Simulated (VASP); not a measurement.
Runs of VASP 6.6.1 on NbSi (rocksalt type). The structure is that of space group Fm-3m (No. 225), or close to it. The cells are those of the table. 

```tsv
task	cell	k mesh	cutoff (eV)	gap on the mesh (eV)	pressure (GPa)
single point	a = 3.281 Å, angles 60.0°, 2 atoms	14 × 14 × 14	520	none	84.9
single point	a = 3.641 Å, angles 60.0°, 2 atoms	13 × 13 × 13	500	none	(a)
relaxation of cell and atoms	relaxed from a = 3.641 Å, angles 60.0°, 2 atoms	13 × 13 × 13	500	none	0.0
single point	a = 3.282 Å, angles 60.0°, 2 atoms	14 × 14 × 14	500	none	84.3
```

Alike in all rows: level PBE; potentials or basis VASP PAW PBE potentials, release 64 (Nb_sv, Si); no spin polarisation; smearing fermi-dirac 0.1 eV.

Question: Fill in the values left out.

Answer: (a) -0.2.

Caveats: the cell stands under pressure (at least some runs).

A k mesh can miss the band edges, and the runs leave out spin-orbit coupling on Nb.

A gap of «none» marks levels without a gap at the run's occupations.
